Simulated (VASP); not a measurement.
Tl:

```
CELL_PARAMETERS angstrom
3.41721 0.00000 0.00000
-1.70860 2.95939 0.00000
0.00000 0.00000 6.12629
ATOMIC_POSITIONS crystal
Tl 0.00000 0.00000 0.25909
Tl 0.00000 0.00000 0.74091
```

The cell was generated, and may not be a known phase.

* Program: VASP 6.6.1
* Task: relaxation of cell and atoms
* Functional: PBE
* Potentials or basis: VASP PAW PBE potentials, release 64 (Tl_d)
* Cutoff: 600 eV
* k mesh: 6 × 6 × 4
* Occupations: gaussian, width 0.1 eV
* Spin: no spin polarisation

At the start: pressure 2.1 GPa; volume 30.98 Å³/atom.

Problem. How do energy, volume and symmetry change on relaxing?

Solution. Over 10 steps the energy falls by 32.5 meV/atom and the volume is 32.90 Å³/atom (+6.2 %); space group P6/mmm (No. 191, to 0.1 Å) before and after.

Step by step:
| step | energy change (eV) | largest force (eV/Å) | pressure (GPa) | volume (Å³) |
| --- | --- | --- | --- | --- |
| 1 | 0.0000 | 0.5269 | 2.07 | 61.95 |
| 2 | -0.0488 | 0.1954 | 0.14 | 65.59 |
| 3 | -0.0522 | 0.1367 | -0.22 | 66.59 |
| 4 | -0.0509 | 0.0484 | -0.87 | 68.61 |
| 5 | -0.0530 | 0.0975 | -0.49 | 67.37 |
| 6 | -0.0597 | 0.0560 | -0.24 | 66.62 |
| 7 | -0.0633 | 0.0155 | 0.35 | 64.99 |
| 8 | -0.0647 | 0.0108 | 0.07 | 65.67 |
| 9 | -0.0648 | 0.0047 | 0.12 | 65.53 |
| 10 | -0.0650 | 0.0003 | 0.03 | 65.80 |

Final structure:
```
Tl
1.0
     3.40725    0.00000    0.00000
    -1.70362    2.95076    0.00000
     0.00000    0.00000    6.54437
Tl
2
Cartesian
  0.0000 0.0000 1.6362
  0.0000 0.0000 4.9082
```
